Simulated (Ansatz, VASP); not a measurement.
# Two plane-wave programs on Hf

The input INCAR:

```
SYSTEM = Hf
  ALGO = Normal
  EDIFF = 1E-6
  EDIFFG = -0.01
  ENCUT = 600
  GGA = RP
  IBRION = 2
  ISIF = 3
  ISMEAR = -1
  LASPH = .True.
  LCHARG = .False.
  LREAL = .False.
  LWAVE = .False.
  NELM = 80
  NSW = 80
  PREC = Accurate
  SIGMA = 0.1
```

File KPOINTS:

```
k-points
0
Gamma
  11 11 3
  0 0 0
```

File POSCAR:

```
Hf
1.0
    3.1631972627      0.0000000000      0.0000000000
   -1.5815986313      2.7394091867      0.0000000000
    0.0000000000      0.0000000000     10.3310022599
Hf
4
Direct
    0.0000000000      0.0000000000      0.0000000000
    0.0000000000      0.0000000000      0.5000000000
    0.3333333333      0.6666666667      0.2500000000
    0.6666666667      0.3333333333      0.7500000000
```

Input for Ansatz:

```yaml
crystal:
  lattice:
    - [3.1631972627, 0.0, 0.0]
    - [-1.5815986313, 2.7394091867, 0.0]
    - [0.0, 0.0, 10.3310022599]
  atoms:
    - { symbol: Hf, position: [0.0, 0.0, 0.0] }
    - { symbol: Hf, position: [0.0, 0.0, 0.5] }
    - { symbol: Hf, position: [0.3333333333, 0.6666666667, 0.25] }
    - { symbol: Hf, position: [0.6666666667, 0.3333333333, 0.75] }
hamiltonian:
  xc: rpbe
  pseudopotentials:
    kind: paw
    azcp:
      Hf: "pseudopotentials/Hf.paw.azcp"
basis:
  ecutwfc: 420
  fft_grid_basis: typed
kpoints:
  mp_grid: { grid: [11, 11, 3], shift: [0, 0, 0] }
magnetization:
  spin_polarized: false
scf:
  occupations: { method: fermi_dirac, width: 0.1 }
relax:
  max_steps: 60
  f_tol: 0.01
  cell: {}
```

Alike in both runs: task relaxation of cell and atoms; functional RPBE; k mesh 11 × 11 × 3; occupations fermi-dirac, width 0.1 eV; no spin polarisation.

|  | VASP | Ansatz |
| --- | --- | --- |
| version | VASP 6.6.1 | Ansatz 0.2.0 |
| potentials or method | VASP PAW PBE potentials, release 64 (Hf_pv), cutoff 600 eV | plane waves (420 eV) with PAW, scalar-relativistic |
| valence electrons in the cell | 40 | 104 |

VASP gave:

```
relaxed volume (Å³/atom)                                        : 23.20
relaxed length of the cell vector where the two differ most in proportion (Å) : 10.312
```

**Question.** Which values does Ansatz return?

**Answer.** Relaxed volume (Å³/atom): 23.30; relaxed length of the cell vector where the two differ most in proportion (Å): 10.330.

VASP's potentials were made for PBE, not for RPBE. VASP's potentials hold 40 valence electrons a cell and Ansatz's 104, so a difference there can come from the potentials and not from the codes.

Neither program's run includes spin-orbit coupling.
